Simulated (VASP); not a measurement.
# SiGe5 (P4/mmm) in VASP: further runs

Runs on SiGe5. Level: PBE. Tasks: single point.

Everything below comes from runs of VASP 6.6.1. Logs are shortened: lines on timing, memory, paths and dates and some standing lists are left out, and cuts for length are marked.

### Step 1. The cell of the first run

Symmetry: P4/mmm, No. 123, tetragonal system. The conventional cell has a = 5.029 Å, b = 5.029 Å, c = 5.407 Å, α = 90.00°, β = 90.00°, γ = 90.00°. Si (site symmetry 4/mmm) has 8 Ge at 3.05 Å within 4.0 Å. Ge (site symmetry m2m) has 3 Ge at 1.99 to 2.15 Å within 2.6 Å. Within 2.8 Å of Ge (site symmetry 4/mmm) lie 4 Ge at 2.15 Å.

### Step 2. Single point, PBE

File INCAR:

```
SYSTEM = SiGe5
PREC = Accurate
ENCUT = 520
EDIFF = 1E-6
ISMEAR = 0
SIGMA = 0.1
LREAL = .FALSE.
LASPH = .TRUE.
NELM = 80
ALGO = Normal
ISIF = 2
LWAVE = .FALSE.
LCHARG = .FALSE.
GGA = PE
NBANDS = 46
```

File KPOINTS:

```
regular mesh
0
G
  4 4 4
  0 0 0
```

File POSCAR:

```
SiGe5
1.0
    5.0292947800      0.0000000000      0.0000000000
    0.0000000000      5.0292947800      0.0000000000
    0.0000000000      0.0000000000      5.4073629100
Si Ge
1 5
Direct
    0.0000000000      0.0000000000      0.0000000000
    0.8023551500      0.8023551500      0.5000000000
    0.1976448500      0.1976448500      0.5000000000
    0.1976448500      0.8023551500      0.5000000000
    0.8023551500      0.1976448500      0.5000000000
    0.5000000000      0.5000000000      0.5000000000
```

Potentials or basis: VASP PAW PBE potentials, release 64 (Si, Ge_d).

Launch:

```bash
cat potpaw_PBE.64/Si/POTCAR potpaw_PBE.64/Ge_d/POTCAR > POTCAR
mpirun -np 1 vasp_std > vasp.out
```

OUTCAR:

```text
SYSTEM = SiGe5
   PREC = Accurate
   ENCUT = 520
   EDIFF = 1E-6
   ISMEAR = 0
   LREAL = .FALSE.
   LASPH = .TRUE.
   NELM = 80
   ISIF = 2
   GGA = PE

 ion  position               nearest neighbor table
   1  0.000  0.000  0.000-
   2  0.802  0.802  0.500-   4 1.99   5 1.99   6 2.15   3 2.81
   3  0.198  0.198  0.500-   4 1.99   5 1.99   6 2.15   2 2.81
   4  0.198  0.802  0.500-   2 1.99   3 1.99   6 2.15   5 2.81
   5  0.802  0.198  0.500-   2 1.99   3 1.99   6 2.15   4 2.81
   6  0.500  0.500  0.500-   2 2.15   3 2.15   4 2.15   5 2.15

  LATTYP: Found a simple tetragonal cell.
 ALAT       =     5.0292947800
 C/A-ratio  =     1.0751731896

  Lattice vectors:

 A1 = (   5.0292947800,   0.0000000000,   0.0000000000)
 A2 = (   0.0000000000,   5.0292947800,   0.0000000000)
 A3 = (   0.0000000000,   0.0000000000,   5.4073629100)

Analysis of symmetry for initial positions (statically):
=====================================================================
 Subroutine PRICEL returns:
 Original cell was already a primitive cell.

 Routine SETGRP: Setting up the symmetry group for a
 simple tetragonal supercell.

 Subroutine GETGRP returns: Found 16 space group operations
 (whereof 16 operations were pure point group operations)
 out of a pool of 16 trial point group operations.

The static configuration has the point symmetry D_4h.

Analysis of symmetry for dynamics (positions and initial velocities):
=====================================================================
 Subroutine PRICEL returns:
 Original cell was already a primitive cell.

 Routine SETGRP: Setting up the symmetry group for a
 simple tetragonal supercell.

 Subroutine GETGRP returns: Found 16 space group operations
 (whereof 16 operations were pure point group operations)
 out of a pool of 16 trial point group operations.

The dynamic configuration has the point symmetry D_4h.

 Subroutine INISYM returns: Found 16 space group operations
 (whereof 16 operations are pure point group operations),
 and found     1 'primitive' translations

----------------------------------------------------------------------------------------

                                     Primitive cell

  volume of cell :     136.7728

  direct lattice vectors                    reciprocal lattice vectors
     5.029294780  0.000000000  0.000000000     0.198835034  0.000000000  0.000000000
     0.000000000  5.029294780  0.000000000     0.000000000  0.198835034  0.000000000
     0.000000000  0.000000000  5.407362910     0.000000000  0.000000000  0.184933029

  length of vectors
     5.029294780  5.029294780  5.407362910     0.198835034  0.198835034  0.184933029

  position of ions in fractional coordinates (direct lattice)
     0.000000000  0.000000000  0.000000000
     0.802355150  0.802355150  0.500000000
     0.197644850  0.197644850  0.500000000
     0.197644850  0.802355150  0.500000000
     0.802355150  0.197644850  0.500000000
     0.500000000  0.500000000  0.500000000

  ion indices of the primitive-cell ions
   primitive index   ion index
                 1           1
                 2           2
                 3           3
                 4           4
                 5           5
                 6           6

----------------------------------------------------------------------------------------

 KPOINTS: regular mesh

Automatic generation of k-mesh.
 Grid dimensions read from file:
 generate k-points for:    4    4    4

 Generating k-lattice:

  Cartesian coordinates                     Fractional coordinates (reciprocal lattice)
     0.049708759  0.000000000  0.000000000     0.250000000  0.000000000  0.000000000
     0.000000000  0.049708759  0.000000000     0.000000000  0.250000000  0.000000000
     0.000000000  0.000000000  0.046233257     0.000000000  0.000000000  0.250000000

  Length of vectors
     0.049708759  0.049708759  0.046233257

  Shift w.r.t. Gamma in fractional coordinates (k-lattice)
     0.000000000  0.000000000  0.000000000

 Subroutine IBZKPT returns following result:
 ===========================================

 Found     18 irreducible k-points:

 Following reciprocal coordinates:
            Coordinates               Weight
  0.000000  0.000000  0.000000      1.000000
  0.250000  0.000000  0.000000      4.000000
  0.500000  0.000000  0.000000      2.000000
  0.250000  0.250000  0.000000      4.000000
  0.500000  0.250000  0.000000      4.000000
  0.500000  0.500000  0.000000      1.000000
[... 10 lines left out ...]
  0.500000  0.250000  0.500000      4.000000
  0.500000  0.500000  0.500000      1.000000
   k-points           NKPTS =     18   k-points in BZ     NKDIM =     18   number of bands    NBANDS=     46
   number of dos      NEDOS =    301   number of ions     NIONS =      6
   total plane-waves  NPLWV =  64000
   dimension x,y,z NGX =    40 NGY =   40 NGZ =   40
   dimension x,y,z NGXF=    80 NGYF=   80 NGZF=   80
   ions per type =               1   5
   NGX,Y,Z   is equivalent  to a cutoff of  13.22, 13.22, 12.30 a.u.
   NGXF,Y,Z  is equivalent  to a cutoff of  26.44, 26.44, 24.60 a.u.
 SYSTEM =  SiGe5
   PREC   = accura    normal or accurate (medium, high low for compatibility)
   ISTART =      0    job   : 0-new  1-cont  2-samecut
   ICHARG =      2    charge: 1-file 2-atom 10-const
   ISPIN  =      1    spin polarized calculation?
   LNONCOLLINEAR =      F non collinear calculations
   LSORBIT =      F    spin-orbit coupling
   LASPH  =      T    aspherical Exc in radial PAW
   ENCUT  =  520.0 eV  38.22 Ry    6.18 a.u.   9.35  9.35 10.05*2*pi/ulx,y,z
   NELM   =     80;   NELMIN=  2; NELMDL= -5     # of ELM steps
   EDIFF  = 0.1E-05   stopping-criterion for ELM
   LREAL  =      F    real-space projection
   EDIFFG = 0.1E-04   stopping-criterion for IOM
   NSW    =      0    number of steps for IOM
   IBRION =     -1    ionic relax: 0-MD 1-quasi-New 2-CG
   NFREE  =      0    steps in history (QN), initial steepest desc. (CG)
   ISIF   =      2    stress and relaxation
   ISYM   =      2    0-nonsym 1-usesym 2-fastsym
   POTIM  = 0.5000    time-step for ionic-motion
   TEBEG  =    0.0;   TEEND  =   0.0 temperature during run
   PSTRESS=    0.0 pullay stress
   NELECT =      74.0000    total number of electrons
   NUPDOWN=      -1.0000    fix difference up-down
   EMIN   =  10.00;   EMAX   =-10.00  energy-range for DOS
   EFERMI =   0.00;   METHOD = LEGACY
   ISMEAR =     0;   SIGMA  =   0.10  broadening in eV -4-tet -1-fermi 0-gaus
   EFERMI_NEDOS =   21; number of points for ismear=-14 and -15
   IALGO  =     38    algorithm
   IMIX   =      4    mixing-type and parameters
     AMIX     =   0.40;   BMIX     =  1.00
     AMIX_MAG =   1.60;   BMIX_MAG =  1.00
  volume/ion in A,a.u.               =      22.80       153.83
  Fermi-wavevector in a.u.,A,eV,Ry     =   1.333989  2.520873 24.211921  1.779526
  Thomas-Fermi vector in A             =   2.462805
   LORBIT       =      0    0 simple, 1 ext, 2 COOP (PROOUT), +10 PAW based schemes
   GGA     = PE    functional components
   LHFCALC =     F    Hartree Fock is set to
   AEXX    =    0.0000 exact exchange contribution
   IVDW    =     0    specifies the selected vdW correction
   LEPSILON=     F    determine dielectric tensor
   LRPA    =     F    only Hartree local field effects (RPA)
 non-spin polarized calculation
 Gauss-broadening in eV      SIGMA  =   0.10
  energy-cutoff  :      520.00
  volume of cell :      136.77
 maximum number of plane-waves:      3704
 NGX is ok and might be reduce to    40
   NGX = 19   NGY = 19   NGZ = 21

 number of electron      73.9999926 magnetization

 Free energy of the ion-electron system (eV)
  ---------------------------------------------------
  ext. energy  EPLUGINS =         0.00000000
  ---------------------------------------------------
  free energy    TOTEN  =       -13.81178355 eV

  energy without entropy =      -13.78141999  energy(sigma->0) =      -13.79660177

 E-fermi :   4.7939     XC(G=0):  -9.3525

 val. band max:        4.7923807618   @ k =   0.2500   0.0000   0.5000
 cond. band min:       4.7981322664   @ k =   0.2500   0.2500   0.2500
 fundamental gap:      0.0057515045
 Fermi energy:         4.7939035043

 k-point     1 :       0.0000    0.0000    0.0000
  band No.  band energies     occupation
      1     -21.4656      2.00000
      2     -21.3329      2.00000
      3     -21.0424      2.00000
      4     -21.0424      2.00000
      5     -21.0382      2.00000
      6     -20.8148      2.00000
[... 38 lines left out ...]
     45      10.2892      0.00000
     46      10.6074      0.00000

 k-point     2 :       0.2500    0.0000    0.0000
  band No.  band energies     occupation
      1     -21.4266      2.00000
      2     -21.2747      2.00000
      3     -21.1492      2.00000
      4     -21.0876      2.00000
      5     -20.9437      2.00000
      6     -20.8473      2.00000
[... 38 lines left out ...]
     45       9.7656      0.00000
     46      11.0899      0.00000

 k-point     3 :       0.5000    0.0000    0.0000
  band No.  band energies     occupation
      1     -21.3769      2.00000
      2     -21.1962      2.00000
      3     -21.1783      2.00000
      4     -21.1556      2.00000
      5     -20.9045      2.00000
      6     -20.8734      2.00000
[... 38 lines left out ...]
     45      10.3771      0.00000
     46      10.3926      0.00000

 k-point     4 :       0.2500    0.2500    0.0000
  band No.  band energies     occupation
      1     -21.3961      2.00000
      2     -21.3439      2.00000
      3     -21.1164      2.00000
      4     -21.0599      2.00000
      5     -20.8909      2.00000
      6     -20.8388      2.00000
[... 626 lines left out ...]
     45      10.0046      0.00000
     46      10.6884      0.00000

 k-point    17 :       0.5000    0.2500    0.5000
  band No.  band energies     occupation
      1     -21.3952      2.00000
      2     -21.3611      2.00000
      3     -21.0913      2.00000
      4     -21.0137      2.00000
      5     -20.8402      2.00000
      6     -20.8158      2.00000
[... 38 lines left out ...]
     45      10.1496      0.00000
     46      10.9869      0.00000

 k-point    18 :       0.5000    0.5000    0.5000
  band No.  band energies     occupation
      1     -21.4717      2.00000
      2     -21.3471      2.00000
      3     -20.9966      2.00000
      4     -20.9966      2.00000
      5     -20.7888      2.00000
      6     -20.7762      2.00000
[... 38 lines left out ...]
     45       8.7119      0.00000
     46      10.9471      0.00000

------------------------ aborting loop because EDIFF is reached ----------------------------------------

  FORCE on cell =-STRESS in cart. coord.  units (eV):
  Direction    XX          YY          ZZ          XY          YZ          ZX
  --------------------------------------------------------------------------------------
  -------------------------------------------------------------------------------------
  Total       59.2756746     59.2756746     -4.4772148      0.0000000     -0.0000000      0.0000000
  in kB      694.3643044    694.3643044    -52.4467775      0.0000000     -0.0000000      0.0000000
  external PRESSURE =     445.4272771 kB  Pullay stress =       0.0000000 kB

 VOLUME and BASIS-vectors are now :
 -----------------------------------------------------------------------------
  energy-cutoff  :      520.00
  volume of cell :      136.77
      direct lattice vectors                 reciprocal lattice vectors
     5.029294780  0.000000000  0.000000000     0.198835034  0.000000000  0.000000000
     0.000000000  5.029294780  0.000000000     0.000000000  0.198835034  0.000000000
     0.000000000  0.000000000  5.407362910     0.000000000  0.000000000  0.184933029

 POSITION                                       TOTAL-FORCE (eV/Angst)
 -----------------------------------------------------------------------------------
      0.00000      0.00000      0.00000         0.000000      0.000000      0.000000
      4.03528      4.03528      2.70368        -6.055244     -6.055244      0.000000
      0.99401      0.99401      2.70368         6.055244      6.055244      0.000000
      0.99401      4.03528      2.70368         6.055244     -6.055244     -0.000000
      4.03528      0.99401      2.70368        -6.055244      6.055244      0.000000
      2.51465      2.51465      2.70368         0.000000      0.000000      0.000000
 -----------------------------------------------------------------------------------
    total drift:                               -0.000000      0.000000     -0.000000

  FREE ENERGIE OF THE ION-ELECTRON SYSTEM (eV)
  ---------------------------------------------------
  free  energy   TOTEN  =       -13.8117835451 eV

  energy  without entropy=      -13.7814199851  energy(sigma->0) =      -13.79660177
```

Run time: 66 s. Hardware: 1 thread of AMD EPYC 9R45 (Zen 5), shared host; peak memory 0.25 GiB.

What came out:

- Free energy: -13.8118 eV
- Pressure: 44.5 GPa
- Largest force: 8.563 eV/Å
- Band gap on the k mesh: zero (band 37 reaches 5.24 eV, above the bottom of band 38 at 3.59 eV)

Forces on the atoms (eV/Å):
```
Si   0.000  0.000  0.000
Ge  -6.055 -6.055  0.000
Ge   6.055  6.055  0.000
Ge   6.055 -6.055  0.000
Ge  -6.055  6.055  0.000
Ge   0.000  0.000  0.000
```

Caveat: forces of over 1 eV/Å act on the atoms, so gaps and moduli don't describe the material at rest.

### Step 3. Single point, PBE

This run uses another cell than the first one, of 25.22 Å³/atom, 1.107 times its volume.

File INCAR:

```
PREC = Accurate ; ENCUT = 520
EDIFF = 1E-6 ; ISMEAR = 0
SIGMA = 0.1 ; LREAL = False
LASPH = True ; NELM = 80
ALGO = Normal ; ISIF = 2
LWAVE = False ; LCHARG = False
GGA = PE ; NBANDS = 46
```

File KPOINTS:

```
regular mesh
0
Gamma
  4 4 4
```

File POSCAR:

```
SiGe5
1.0
    6.4696992296      0.0000000000      0.0000000000
    0.0000000000      6.4696992296      0.0000000000
    0.0000000000      0.0000000000      3.6157052365
Si Ge
1 5
Direct
    0.0000000000      0.0000000000      0.0000000000
    0.7941163840      0.7941163840      0.5000000000
    0.2058836160      0.2058836160      0.5000000000
    0.2058836160      0.7941163840      0.5000000000
    0.7941163840      0.2058836160      0.5000000000
    0.5000000000      0.5000000000      0.5000000000
```

Potentials or basis: VASP PAW PBE potentials, release 64 (Si, Ge_d).

Launch:

```bash
cat potpaw_PBE.64/Si/POTCAR potpaw_PBE.64/Ge_d/POTCAR > POTCAR
mpirun -np 1 vasp_std > vasp.out
```

It took 65 s on 1 thread of AMD EPYC 9R45 (Zen 5), shared host; peak memory 0.26 GiB.

It converged, with:

| Quantity | Value |
| --- | --- |
| Free energy | -25.2279 eV |
| Pressure | 0.1 GPa |
| Largest force | 0.056 eV/Å |
| Band gap on the k mesh | zero (band 37 reaches 5.93 eV, above the bottom of band 38 at 2.50 eV) |

Forces on the atoms (eV/Å):
```
Si   0.000  0.000  0.000
Ge  -0.040 -0.040  0.000
Ge   0.040  0.040  0.000
Ge   0.040 -0.040  0.000
Ge  -0.040  0.040  0.000
Ge   0.000  0.000  0.000
```

Stress tensor (GPa, compression positive):
```
0.11 0.00 0.00
0.00 0.11 0.00
0.00 0.00 0.03
```

Levels at points of the mesh, in eV from the Fermi level:
```tsv
k point	band 35	band 36	band 37	band 38	band 39	band 40
(0.00, 0.00, 0.00)	-1.98	0.73	1.97	1.97	2.48	2.48
(0.50, 0.00, 0.00)	-0.35	-0.23	0.00	0.37	1.18	2.11
(0.50, 0.50, 0.00)	-1.86	0.66	0.67	0.67	1.83	1.83
(0.00, 0.00, 0.50)	-2.55	-2.53	-2.15	-1.46	0.06	2.30
(0.50, 0.00, 0.50)	-1.49	-1.21	-0.48	0.29	0.66	0.71
(0.50, 0.50, 0.50)	-2.37	-1.87	-1.87	-0.95	1.30	1.82
```

Caveat: the k points lie up to 0.43 Å⁻¹ apart.

### Step 4. Single point, PBE

This run uses another cell than the first one, of 25.48 Å³/atom, 1.118 times its volume.

File INCAR:

```
PREC = Accurate
ENCUT = 520
EDIFF = 1E-6
ISMEAR = 0
SIGMA = 0.1
LREAL = False
LASPH = True
NELM = 100
ALGO = Normal
ISIF = 2
LWAVE = False
LCHARG = False
GGA = PE
NBANDS = 46
```

File KPOINTS:

```
Automatic mesh
0
Gamma
  4 4 6
```

File POSCAR:

```
SiGe5
1.0
    6.4474532311      0.0000000000      0.0000000000
    0.0000000000      6.4474532311      0.0000000000
    0.0000000000      0.0000000000      3.6783748759
Si Ge
1 5
Direct
    0.0000000000      0.0000000000      0.0000000000
    0.7959036121      0.7959036121      0.5000000000
    0.2040963879      0.2040963879      0.5000000000
    0.2040963879      0.7959036121      0.5000000000
    0.7959036121      0.2040963879      0.5000000000
    0.5000000000      0.5000000000      0.5000000000
```

Launch:

```bash
cat potpaw_PBE.64/Si/POTCAR potpaw_PBE.64/Ge_d/POTCAR > POTCAR
mpirun -np 1 vasp_std > vasp.out
```

It took 90 s on 1 thread of AMD EPYC 9R45 (Zen 5), shared host; peak memory 0.27 GiB.

The run converged. Its results:

| Property | Result |
| --- | --- |
| Free energy | -25.1291 eV |
| Pressure | 0.2 GPa |
| Largest force | 0.039 eV/Å |
| Band gap on the k mesh | zero (band 37 reaches 5.63 eV, above the bottom of band 38 at 2.39 eV) |

Forces in eV/Å, atoms in the order of the input:
```
Si   0.000  0.000  0.000
Ge  -0.028 -0.028  0.000
Ge   0.028  0.028  0.000
Ge   0.028 -0.028  0.000
Ge  -0.028  0.028  0.000
Ge   0.000  0.000  0.000
```

Levels at points of the mesh, in eV from the Fermi level:
```
           k point  band 33  band 34  band 35  band 36  band 37  band 38  band 39  band 40  band 41  band 42
(0.00, 0.00, 0.00)    -3.58    -3.39    -2.29     0.37     1.72     1.72     2.36     2.46     2.46     4.14
(0.50, 0.00, 0.00)    -2.21    -0.86    -0.52    -0.28     0.11     0.42     0.93     1.86     2.36     2.80
(0.50, 0.50, 0.00)    -3.01    -2.17    -1.94     0.29     0.75     0.75     1.58     1.58     1.83     2.20
(0.00, 0.00, 0.50)    -3.63    -2.63    -2.60    -2.60    -2.10    -1.52     0.18     2.36     3.03     3.45
(0.50, 0.00, 0.50)    -4.11    -3.54    -1.60    -1.17    -0.37     0.25     0.64     0.76     1.12     2.21
(0.50, 0.50, 0.50)    -3.31    -2.45    -2.41    -1.91    -1.91    -1.07     1.40     1.81     1.81     2.06
```

### Step 5. Overview

```tsv
cell	k mesh	gap on the mesh (eV)	pressure (GPa)	largest force (eV/Å)
a = 5.029, b = 5.029, c = 5.407 Å, 6 atoms	4 × 4 × 4	none	44.5	8.56
a = 6.470, b = 6.470, c = 3.616 Å, 6 atoms	4 × 4 × 4	none	0.1	0.06
a = 6.447, b = 6.447, c = 3.678 Å, 6 atoms	4 × 4 × 6	none	0.2	0.04
```

Alike in all rows: task single point; level PBE; potentials or basis VASP PAW PBE potentials, release 64 (Si, Ge_d); no spin polarisation; cutoff (eV) 520; smearing gaussian 0.1 eV.

Caveats: some runs use coarse meshes; forces of over 1 eV/Å act on the atoms, so gaps and moduli don't describe the material at rest (some runs).

Absolute energies hang on the potentials; compare differences alone.
